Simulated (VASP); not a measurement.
Write the native input for VASP 6.6.1 that does the following.

| Quantity | Value |
| --- | --- |
| Task | single point |
| Functional | PBE |
| Potentials or basis | VASP PAW PBE potentials, release 64 (In_d, P) |
| Cutoff | 520 eV |
| k mesh | 10 × 10 × 10 |
| Occupations | gaussian, width 0.01 eV |
| Spin | no spin polarisation |
| Dipole correction | no |
| Further INCAR settings | ALGO = Normal; EDIFF = 1e-06; NBANDS = 16 |

The structure of InP lies in POSCAR:

```
InP
1.0
    0.0000000000      2.8671498681      2.8671498681
    2.8671498681      0.0000000000      2.8671498681
    2.8671498681      2.8671498681      0.0000000000
In P
1 1
Direct
    0.0000000000      0.0000000000      0.0000000000
    0.7500000000      0.7500000000      0.7500000000
```

These files were run (other wordings do the same):

INCAR

```
SYSTEM = InP
  ALGO = Normal
  EDIFF = 1E-6
  ENCUT = 520
  GGA = PE
  ISIF = 2
  ISMEAR = 0
  LASPH = .True.
  LCHARG = .False.
  LREAL = .False.
  LWAVE = .False.
  NBANDS = 16
  NELM = 80
  PREC = Accurate
  SIGMA = 0.01
```

KPOINTS

```
k-points
0
Gamma
  10 10 10
  0 0 0
```

Potentials or basis: VASP PAW PBE potentials, release 64 (In_d, P).

Launch:

```sh
$ cat potpaw_PBE.64/In_d/POTCAR potpaw_PBE.64/P/POTCAR > POTCAR
$ mpirun -np 1 vasp_std > vasp.out
```

It gave:

* Pressure: 8.9 GPa
* Band gap on the k mesh: 1.07 eV, direct

Caveat: spin-orbit coupling is left out, which moves the levels of the heavy elements.

Wall time 69 s on 1 thread of AMD EPYC 7R13, with other jobs on the host, peak memory 0.16 GiB.
